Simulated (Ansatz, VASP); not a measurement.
# AlIn2As3: VASP beside Ansatz

```xyz
6
Lattice="0.0000 3.0091 -3.0091 -6.0317 0.0000 0.0000 3.0159 3.0138 6.0229" Properties=species:S:1:pos:R:3 pbc="T T T"
Al   -4.5205    1.5045   -1.5045
In   -1.5063    1.4822    1.4822
In    1.5096    4.5407    1.5316
As   -0.0831    3.0831    3.0831
As    0.1597    0.0000    0.0000
As   -3.0990    2.9397   -0.0693
```

Alike in both runs: functional PBE; k mesh 10 × 10 × 10; occupations gaussian, width 0.1 eV; no spin polarisation.

Ansatz relaxed the structure, and its values are those at the end. VASP's run is a single point on that final structure, the one shown.

|  | VASP | Ansatz |
| --- | --- | --- |
| version | VASP 6.6.1 | Ansatz 0.2.0 |
| potentials or method | VASP PAW PBE potentials, release 64 (Al, In_d, As), cutoff 520 eV | scalar-relativistic, plane waves, PAW |
| valence electrons in the cell | 44 | 74 |

VASP gave:

```
gap on the k mesh at the Fermi level (eV) : 0.13
least direct gap on the mesh (eV)         : 0.13
pressure (GPa)                            : 0.1
```

Question: What did Ansatz give for the same quantities?

Answer: gap on the k mesh at the Fermi level (eV): 0.13; least direct gap on the mesh (eV): 0.13; pressure (GPa): 0.0.

With one functional, cell and mesh, what is left measures potentials, basis and numerics. VASP's potentials hold 44 valence electrons a cell and Ansatz's 74, so a difference there can come from the potentials and not from the codes.
